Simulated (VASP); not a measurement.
Set up this calculation in VASP 6.6.1, as the native input.

```
Task                   : single point
Functional             : PBE
Potentials or basis    : VASP PAW PBE potentials, release 64 (Li_sv)
Cutoff                 : 520 eV
k mesh                 : 21 × 21 × 21
Occupations            : fermi-dirac, width 0.08 eV
Spin                   : no spin polarisation
Dipole correction      : no
Further INCAR settings : ALGO = Normal; EDIFF = 1e-06; NBANDS = 8
```

The structure of Li lies in POSCAR:

```
Li
1.0
   -1.2882282332      1.2882282332      1.2882282332
    1.2882282332     -1.2882282332      1.2882282332
    1.2882282332      1.2882282332     -1.2882282332
Li
1
Direct
    0.0000000000      0.0000000000      0.0000000000
```

These files were run (other wordings do the same):

INCAR

```
SYSTEM = Li
ALGO = Normal ; EDIFF = 1E-6
ENCUT = 520 ; GGA = PE
ISIF = 2 ; ISMEAR = -1
LASPH = .TRUE. ; LCHARG = .FALSE.
LREAL = .FALSE. ; LWAVE = .FALSE.
NBANDS = 8 ; NELM = 80
PREC = Accurate ; SIGMA = 0.08
```

KPOINTS

```
k-points
0
G
  21 21 21
  0 0 0
```

Potentials or basis: VASP PAW PBE potentials, release 64 (Li_sv).

The run is started by

```bash
$ cat potpaw_PBE.64/Li_sv/POTCAR > POTCAR
$ mpirun -np 1 vasp_std > vasp.out
```

Run time: 13 s on 1 thread of Intel Xeon 6975P-C (shared host), peak memory 0.12 GiB.
